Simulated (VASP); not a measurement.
# NaCl (Fm-3m) in VASP: notebook

Aim: see how the results for NaCl move with the level of theory and the settings. Levels: PBEsol, RPBE. Tasks: relaxation of cell and atoms.

Program: VASP 6.6.1. These are calculated values, not measurements. Logs are shortened: lines on timing, memory, paths and dates and some standing lists are left out, and cuts for length are marked.

## (1) The cell of the first run

Symmetry: Fm-3m, No. 225, cubic system. The conventional cell has a = 5.588 Å, b = 5.588 Å, c = 5.588 Å, α = 90.00°, β = 90.00°, γ = 90.00°. Within 3.7 Å of Cl (site symmetry m-3m) lie 6 Na at 2.79 Å. Na (site symmetry m-3m) has 6 Cl at 2.79 Å within 3.7 Å.

## (2) Relaxation of cell and atoms, PBEsol

The input, INCAR:

```
SYSTEM = NaCl
ALGO     = Normal         ! electronic algorithm
EDIFF    = 1E-6           ! SCF threshold, eV
EDIFFG   = -0.01          ! ionic threshold
ENCUT    = 600            ! plane-wave cutoff, eV
GGA      = PS             ! functional
IBRION   = 2              ! ionic algorithm
ISIF     = 3              ! what is computed and relaxed
ISMEAR   = -1             ! smearing method
LASPH    = .True.         ! aspherical terms in the spheres
LCHARG   = .False.        ! write CHGCAR
LREAL    = .False.        ! projectors in reciprocal space
LWAVE    = .False.        ! write WAVECAR
NELM     = 100            ! most SCF steps
NSW      = 60             ! ionic steps
PREC     = Accurate       ! precision mode
SIGMA    = 0.05           ! smearing width, eV
```

The input, KPOINTS:

```
k-points
0
Gamma
  8 8 8
  0 0 0
```

The input, POSCAR:

```
NaCl
1.0
    0.0000000000      2.7940632177      2.7940632177
    2.7940632177      0.0000000000      2.7940632177
    2.7940632177      2.7940632177      0.0000000000
Cl Na
1 1
Direct
    0.5000000000      0.5000000000      0.5000000000
    0.0000000000      0.0000000000      0.0000000000
```

Potentials or basis: VASP PAW PBE potentials, release 64 (Cl, Na_pv).

Started as:

```bash
$ cat potpaw_PBE.64/Cl/POTCAR potpaw_PBE.64/Na_pv/POTCAR > POTCAR
$ mpirun -np 1 vasp_std > vasp.out
```

OUTCAR:

```text
SYSTEM = NaCl
   EDIFF = 1E-6
   EDIFFG = -0.01
   ENCUT = 600
   GGA = PS
   IBRION = 2
   ISIF = 3
   ISMEAR = -1
   LASPH = .True.
   LREAL = .False.
   NELM = 100
   NSW = 60
   PREC = Accurate

 ion  position               nearest neighbor table
   1  0.500  0.500  0.500-
   2  0.000  0.000  0.000-

  LATTYP: Found a face centered cubic cell.
 ALAT       =     5.5881264354

  Lattice vectors:

 A1 = (   0.0000000000,   2.7940632177,   2.7940632177)
 A2 = (   2.7940632177,   0.0000000000,   2.7940632177)
 A3 = (   2.7940632177,   2.7940632177,   0.0000000000)

Analysis of symmetry for initial positions (statically):
=====================================================================
 Subroutine PRICEL returns:
 Original cell was already a primitive cell.

 Routine SETGRP: Setting up the symmetry group for a
 face centered cubic supercell.

 Subroutine GETGRP returns: Found 48 space group operations
 (whereof 48 operations were pure point group operations)
 out of a pool of 48 trial point group operations.

The static configuration has the point symmetry O_h .

Analysis of symmetry for dynamics (positions and initial velocities):
=====================================================================
 Subroutine PRICEL returns:
 Original cell was already a primitive cell.

 Routine SETGRP: Setting up the symmetry group for a
 face centered cubic supercell.

 Subroutine GETGRP returns: Found 48 space group operations
 (whereof 48 operations were pure point group operations)
 out of a pool of 48 trial point group operations.

The dynamic configuration has the point symmetry O_h .

 Subroutine INISYM returns: Found 48 space group operations
 (whereof 48 operations are pure point group operations),
 and found     1 'primitive' translations

----------------------------------------------------------------------------------------

                                     Primitive cell

  volume of cell :      43.6253

  direct lattice vectors                    reciprocal lattice vectors
     0.000000000  2.794063218  2.794063218    -0.178950854  0.178950854  0.178950854
     2.794063218  0.000000000  2.794063218     0.178950854 -0.178950854  0.178950854
     2.794063218  2.794063218  0.000000000     0.178950854  0.178950854 -0.178950854

  length of vectors
     3.951402097  3.951402097  3.951402097     0.309951972  0.309951972  0.309951972

  position of ions in fractional coordinates (direct lattice)
     0.500000000  0.500000000  0.500000000
     0.000000000  0.000000000  0.000000000

  ion indices of the primitive-cell ions
   primitive index   ion index
                 1           1
                 2           2

----------------------------------------------------------------------------------------

 KPOINTS: k-points

Automatic generation of k-mesh.
 Grid dimensions read from file:
 generate k-points for:    8    8    8

 Generating k-lattice:

  Cartesian coordinates                     Fractional coordinates (reciprocal lattice)
    -0.022368857  0.022368857  0.022368857     0.125000000  0.000000000  0.000000000
     0.022368857 -0.022368857  0.022368857     0.000000000  0.125000000  0.000000000
     0.022368857  0.022368857 -0.022368857     0.000000000  0.000000000  0.125000000

  Length of vectors
     0.038743996  0.038743996  0.038743996

  Shift w.r.t. Gamma in fractional coordinates (k-lattice)
     0.000000000  0.000000000  0.000000000

 Subroutine IBZKPT returns following result:
 ===========================================

 Found     29 irreducible k-points:

 Following reciprocal coordinates:
            Coordinates               Weight
  0.000000  0.000000  0.000000      1.000000
  0.125000  0.000000  0.000000      8.000000
  0.250000  0.000000  0.000000      8.000000
  0.375000  0.000000  0.000000      8.000000
  0.500000  0.000000  0.000000      4.000000
  0.125000  0.125000  0.000000      6.000000
[... 16 lines left out ...]
  0.500000  0.250000  0.125000     48.000000
 -0.375000  0.250000  0.125000     24.000000
 [... further k-points ...]
   k-points           NKPTS =     29   k-points in BZ     NKDIM =     29   number of bands    NBANDS=     11
   number of dos      NEDOS =    301   number of ions     NIONS =      2
   total plane-waves  NPLWV =  32768
   dimension x,y,z NGX =    32 NGY =   32 NGZ =   32
   dimension x,y,z NGXF=    64 NGYF=   64 NGZF=   64
   ions per type =               1   1
   NGX,Y,Z   is equivalent  to a cutoff of  13.46, 13.46, 13.46 a.u.
   NGXF,Y,Z  is equivalent  to a cutoff of  26.93, 26.93, 26.93 a.u.
 SYSTEM =  NaCl
   PREC   = accura    normal or accurate (medium, high low for compatibility)
   ISTART =      0    job   : 0-new  1-cont  2-samecut
   ICHARG =      2    charge: 1-file 2-atom 10-const
   ISPIN  =      1    spin polarized calculation?
   LNONCOLLINEAR =      F non collinear calculations
   LSORBIT =      F    spin-orbit coupling
   LASPH  =      T    aspherical Exc in radial PAW
   ENCUT  =  600.0 eV  44.10 Ry    6.64 a.u.   7.89  7.89  7.89*2*pi/ulx,y,z
   NELM   =    100;   NELMIN=  2; NELMDL= -5     # of ELM steps
   EDIFF  = 0.1E-05   stopping-criterion for ELM
   LREAL  =      F    real-space projection
   EDIFFG = -.1E-01   stopping-criterion for IOM
   NSW    =     60    number of steps for IOM
   IBRION =      2    ionic relax: 0-MD 1-quasi-New 2-CG
   NFREE  =      1    steps in history (QN), initial steepest desc. (CG)
   ISIF   =      3    stress and relaxation
   ISYM   =      2    0-nonsym 1-usesym 2-fastsym
   POTIM  = 0.5000    time-step for ionic-motion
   TEBEG  =    0.0;   TEEND  =   0.0 temperature during run
   PSTRESS=    0.0 pullay stress
   NELECT =      14.0000    total number of electrons
   NUPDOWN=      -1.0000    fix difference up-down
   EMIN   =  10.00;   EMAX   =-10.00  energy-range for DOS
   EFERMI =   0.00;   METHOD = LEGACY
   ISMEAR =    -1;   SIGMA  =   0.05  broadening in eV -4-tet -1-fermi 0-gaus
   EFERMI_NEDOS =   21; number of points for ismear=-14 and -15
   IALGO  =     38    algorithm
   IMIX   =      4    mixing-type and parameters
     AMIX     =   0.40;   BMIX     =  1.00
     AMIX_MAG =   1.60;   BMIX_MAG =  1.00
  volume/ion in A,a.u.               =      21.81       147.20
  Fermi-wavevector in a.u.,A,eV,Ry     =   1.120825  2.118053 17.092312  1.256249
  Thomas-Fermi vector in A             =   2.257475
   LORBIT       =      0    0 simple, 1 ext, 2 COOP (PROOUT), +10 PAW based schemes
   GGA     = PS    functional components
   LHFCALC =     F    Hartree Fock is set to
   AEXX    =    0.0000 exact exchange contribution
   IVDW    =     0    specifies the selected vdW correction
   LEPSILON=     F    determine dielectric tensor
   LRPA    =     F    only Hartree local field effects (RPA)
 conjugate gradient relaxation of ions
 non-spin polarized calculation
  energy-cutoff  :      600.00
  volume of cell :       43.63
 maximum number of plane-waves:      1475
   NGX = 15   NGY = 15   NGZ = 15

--------------------------------------- Ionic step        1  -------------------------------------------

 number of electron      14.0000010 magnetization

 Free energy of the ion-electron system (eV)
  ---------------------------------------------------
  ext. energy  EPLUGINS =         0.00000000
  ---------------------------------------------------
  free energy    TOTEN  =        -6.99830059 eV

  energy without entropy =       -6.99830059  energy(sigma->0) =       -6.99830059

------------------------ aborting loop because EDIFF is reached ----------------------------------------

  FORCE on cell =-STRESS in cart. coord.  units (eV):
  Direction    XX          YY          ZZ          XY          YZ          ZX
  --------------------------------------------------------------------------------------
  -------------------------------------------------------------------------------------
  Total        0.0678308      0.0678308      0.0678308      0.0000000      0.0000000      0.0000000
  in kB        2.4911449      2.4911449      2.4911449      0.0000000      0.0000000      0.0000000
  external PRESSURE =       2.4911449 kB  Pullay stress =       0.0000000 kB

 VOLUME and BASIS-vectors are now :
 -----------------------------------------------------------------------------
  energy-cutoff  :      600.00
  volume of cell :       43.63
      direct lattice vectors                 reciprocal lattice vectors
     0.000000000  2.794063218  2.794063218    -0.178950854  0.178950854  0.178950854
     2.794063218  0.000000000  2.794063218     0.178950854 -0.178950854  0.178950854
     2.794063218  2.794063218  0.000000000     0.178950854  0.178950854 -0.178950854

 POSITION                                       TOTAL-FORCE (eV/Angst)
 -----------------------------------------------------------------------------------
      2.79406      2.79406      2.79406        -0.000000      0.000000      0.000000
      0.00000      0.00000      0.00000         0.000000     -0.000000     -0.000000
 -----------------------------------------------------------------------------------
    total drift:                                0.000000     -0.000000     -0.000000

  FREE ENERGIE OF THE ION-ELECTRON SYSTEM (eV)
  ---------------------------------------------------
  free  energy   TOTEN  =        -6.9983005897 eV

  energy  without entropy=       -6.9983005896  energy(sigma->0) =       -6.99830059

--------------------------------------- Ionic step        2  -------------------------------------------

 number of electron      14.0000010 magnetization

 Free energy of the ion-electron system (eV)
  ---------------------------------------------------
  ext. energy  EPLUGINS =         0.00000000
  ---------------------------------------------------
  free energy    TOTEN  =        -6.99853692 eV

  energy without entropy =       -6.99853692  energy(sigma->0) =       -6.99853692

 E-fermi :   0.4675     XC(G=0):  -8.4343

 val. band max:       -0.6517225030   @ k =   0.0000   0.0000   0.0000
 cond. band min:       4.3647108999   @ k =   0.0000   0.0000   0.0000
 fundamental gap:      5.0164334029
 Fermi energy:         0.4674574044

 k-point     1 :       0.0000    0.0000    0.0000
  band No.  band energies     occupation
      1     -21.2609      2.00000
      2     -21.2609      2.00000
      3     -21.2609      2.00000
      4     -13.3489      2.00000
      5      -0.6517      2.00000
      6      -0.6517      2.00000
      7      -0.6517      2.00000
      8       4.3647      0.00000
      9      10.3674      0.00000
     10      10.3674      0.00000
     11      10.3674      0.00000

 k-point     2 :       0.1250    0.0000    0.0000
  band No.  band energies     occupation
      1     -21.2659      2.00000
      2     -21.2612      2.00000
      3     -21.2612      2.00000
      4     -13.2975      2.00000
      5      -1.0469      2.00000
      6      -0.6954      2.00000
      7      -0.6954      2.00000
      8       4.8786      0.00000
      9       9.8021      0.00000
     10      10.5672      0.00000
     11      10.5672      0.00000
[... 295 lines left out ...]
 k-point    24 :      -0.3750    0.2500    0.1250
  band No.  band energies     occupation
      1     -21.2882      2.00000
      2     -21.2702      2.00000
      3     -21.2658      2.00000
      4     -12.9442      2.00000
      5      -2.4063      2.00000
      6      -1.4672      2.00000
      7      -1.0907      2.00000
      8       7.5517      0.00000
      9       8.8996      0.00000
     10       9.5373      0.00000
     11      11.0549      0.00000

 [... further k-points ...]

------------------------ aborting loop because EDIFF is reached ----------------------------------------

  FORCE on cell =-STRESS in cart. coord.  units (eV):
  Direction    XX          YY          ZZ          XY          YZ          ZX
  --------------------------------------------------------------------------------------
  -------------------------------------------------------------------------------------
  Total        0.0188629      0.0188629      0.0188629      0.0000000      0.0000000      0.0000000
  in kB        0.6893652      0.6893652      0.6893652      0.0000000      0.0000000      0.0000000
  external PRESSURE =       0.6893652 kB  Pullay stress =       0.0000000 kB

 VOLUME and BASIS-vectors are now :
 -----------------------------------------------------------------------------
  energy-cutoff  :      600.00
  volume of cell :       43.84
      direct lattice vectors                 reciprocal lattice vectors
     0.000000000  2.798634779  2.798634779    -0.178658539  0.178658539  0.178658539
     2.798634779  0.000000000  2.798634779     0.178658539 -0.178658539  0.178658539
     2.798634779  2.798634779 -0.000000000     0.178658539  0.178658539 -0.178658539

 POSITION                                       TOTAL-FORCE (eV/Angst)
 -----------------------------------------------------------------------------------
      2.79863      2.79863      2.79863         0.000000     -0.000000     -0.000000
      0.00000      2.79863      2.79863        -0.000000      0.000000      0.000000
 -----------------------------------------------------------------------------------
    total drift:                               -0.000000     -0.000000      0.000000

  FREE ENERGIE OF THE ION-ELECTRON SYSTEM (eV)
  ---------------------------------------------------
  free  energy   TOTEN  =        -6.9985369171 eV

  energy  without entropy=       -6.9985369171  energy(sigma->0) =       -6.99853692

 reached required accuracy - stopping structural energy minimisation
```

Run time: 15 s. Hardware: 1 thread of Intel Xeon Platinum 8488C (Sapphire Rapids), shared host; peak memory 0.17 GiB.

What came out:

```yaml
Free_energy: -6.9985 eV
Relaxed_volume: 21.92 Å³/atom
Relaxed_cell: a = 3.958 Å, b = 3.958 Å, c = 3.958 Å, α = 60.00°, β = 60.00°, γ = 60.00°
Space_group_after_relaxing_to_0.05_Å: Fm-3m (No. 225)
Energy_gained_by_relaxing: 0.1 meV/atom
Ionic_steps: 2
Pressure_after_relaxing: 0.1 GPa
Band_gap_on_the_k_mesh: 5.02 eV, direct
```

Step by step:
```csv
step,energy change (eV),largest force (eV/Å),pressure (GPa),volume (Å³)
1,0.0000,0.0000,0.25,43.63
2,-0.0002,0.0000,0.07,43.84
```

Final structure:
```cif
data_structure
_symmetry_space_group_name_H-M 'P 1'
_symmetry_Int_Tables_number 1
_cell_length_a 3.9579
_cell_length_b 3.9579
_cell_length_c 3.9579
_cell_angle_alpha 60.000
_cell_angle_beta 60.000
_cell_angle_gamma 60.000
_cell_volume 43.84
loop_
_atom_site_label
_atom_site_type_symbol
_atom_site_fract_x
_atom_site_fract_y
_atom_site_fract_z
_atom_site_occupancy
Cl1 Cl 0.50000 0.50000 0.50000 1
Na1 Na 0.00000 0.00000 0.00000 1
```

Caveat: the PAW data sets were made with another functional, which shifts forces and pressure a little. A hybrid or GW would open this gap; PBEsol tends to underestimate it.

## (3) Relaxation of cell and atoms, RPBE

The input, INCAR:

```
SYSTEM = NaCl
PREC = Accurate
ENCUT = 600
EDIFF = 1E-6
ISMEAR = -1
SIGMA = 0.05
LREAL = .False.
LASPH = .True.
NELM = 100
ALGO = Normal
ISIF = 3
LWAVE = .False.
LCHARG = .False.
GGA = RP
IBRION = 2
NSW = 60
EDIFFG = -0.01
```

The input, KPOINTS:

```
Automatic mesh
0
Gamma
  8 8 8
  0 0 0
```

POSCAR is that of step 2.

Potentials or basis: VASP PAW PBE potentials, release 64 (Cl, Na_pv).

Started as:

```bash
$ cat potpaw_PBE.64/Cl/POTCAR potpaw_PBE.64/Na_pv/POTCAR > POTCAR
$ mpirun -np 1 vasp_std > vasp.out
```

It took 24 s on 1 thread of Intel Xeon Platinum 8488C (Sapphire Rapids), shared host; peak memory 0.17 GiB.

It converged, with:

* Free energy: -6.4629 eV
* Relaxed volume: 24.95 Å³/atom
* Relaxed cell: a = 4.133 Å, b = 4.133 Å, c = 4.133 Å, α = 60.00°, β = 60.00°, γ = 60.00°
* Space group after relaxing (to 0.05 Å): Fm-3m (No. 225)
* Energy gained by relaxing: 30.5 meV/atom
* Ionic steps: 4
* Pressure after relaxing: 0.0 GPa
* Band gap on the k mesh: 5.05 eV, direct

Step by step:
| step | energy change (eV) | largest force (eV/Å) | pressure (GPa) | volume (Å³) |
| --- | --- | --- | --- | --- |
| 1 | 0.0000 | 0.0000 | 3.56 | 43.63 |
| 2 | -0.0479 | 0.0000 | 1.46 | 46.76 |
| 3 | -0.0599 | 0.0000 | -0.38 | 50.82 |
| 4 | -0.0611 | 0.0000 | -0.04 | 49.91 |

Final structure:
```cif
data_structure
_symmetry_space_group_name_H-M 'P 1'
_symmetry_Int_Tables_number 1
_cell_length_a 4.1326
_cell_length_b 4.1326
_cell_length_c 4.1326
_cell_angle_alpha 60.000
_cell_angle_beta 60.000
_cell_angle_gamma 60.000
_cell_volume 49.91
loop_
_atom_site_label
_atom_site_type_symbol
_atom_site_fract_x
_atom_site_fract_y
_atom_site_fract_z
_atom_site_occupancy
Cl1 Cl 0.50000 0.50000 0.50000 1
Na1 Na 0.00000 0.00000 0.00000 1
```

Levels at points of the mesh, in eV from the valence-band top:
```
           k point  band 3  band 4  band 5  band 6  band 7  band 8  band 9  band 10  band 11
(0.00, 0.00, 0.00)  -21.07  -12.43    0.00    0.00    0.00    5.05   11.17    11.17    11.17
(0.50, 0.00, 0.00)  -21.08  -12.20   -1.56   -0.21   -0.21    7.37   10.06    10.89    10.89
(0.50, 0.50, 0.00)  -21.08  -12.16   -1.34   -0.48   -0.48    7.47    8.40    10.90    14.16
```

Caveat: the PAW data sets were made with another functional, which shifts forces and pressure a little.
